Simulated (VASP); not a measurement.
Write the native input for VASP 6.6.1 that does the following.

| Property | Result |
| --- | --- |
| Task | single point |
| Functional | PBE |
| Potentials or basis | VASP PAW PBE potentials, release 64 (F, H) |
| Cutoff | 520 eV |
| k mesh | 1 × 1 × 1 |
| Occupations | fermi-dirac, width 0.02 eV |
| Spin | no spin polarisation |
| Dipole correction | no |
| Further INCAR settings | LREAL = Auto; ALGO = Normal; EDIFF = 1e-07; NBANDS = 56 |

The structure of HF lies in POSCAR:

```
HF
1.0
    7.6174120000      0.0000000000      0.0000000000
    0.0000000000      7.6174120000      0.0000000000
    0.0000000000      0.0000000000      7.6174120000
F H
10 10
Direct
    0.1403101211      0.1308712198      0.8938600144
    0.2521853879      0.2604296577      0.3949110275
    0.3352582216      0.5996918639      0.0473914238
    0.3966176439      0.8024247605      0.5950314884
    1.0281444669      0.4302642420     -0.0340010492
    0.0249034712      0.8754285576      0.5722415960
    1.0612659523     -0.1739173357      0.1852466428
    0.5002880243      1.1559306494      0.6314218005
    0.7624899375     -0.2370358857      0.7173171151
    0.3276178314      0.4536711419      0.6496300843
    0.0972902608      0.0737126993      0.8035012416
    0.3097246151      0.1451280304      0.4290433549
    0.2105702042      0.5813785574      0.0382807179
    0.3122845397      0.7602056972      0.5226315709
    1.0834519651      0.3273027637     -0.0888228180
   -0.0127602393      0.7563067351      0.5887563913
    1.1131996011     -0.0577624001      0.1997791376
    0.5949002102      1.0728709436      0.6265382521
    0.6533846403     -0.2929603913      0.7683449445
    0.3477690323      0.3542016632      0.7065391763
```

These files were run (other wordings do the same):

INCAR

```
ALGO = Normal
EDIFF = 1E-7
ENCUT = 520
GGA = PE
ISIF = 2
ISMEAR = -1
LASPH = True
LCHARG = False
LREAL = Auto
LWAVE = False
NBANDS = 56
NELM = 60
PREC = Accurate
SIGMA = 0.02
```

KPOINTS

```
k-points
0
Gamma
  1 1 1
```

Potentials or basis: VASP PAW PBE potentials, release 64 (F, H).

The run is started by

```bash
$ cat potpaw_PBE.64/F/POTCAR potpaw_PBE.64/H/POTCAR > POTCAR
$ mpirun -np 1 vasp_gam > vasp.out
```

Results of the run:

```
Pressure      : -0.1 GPa
Largest force : 4.995 eV/Å
```

Caveat: the k points lie up to 0.82 Å⁻¹ apart, too coarse for converged energies, forces and pressures; the atoms stand as in a frame of molecular dynamics.

It took 110 s on 1 thread of Intel Xeon 8259CL, with other jobs on the host, peak memory 0.43 GiB.
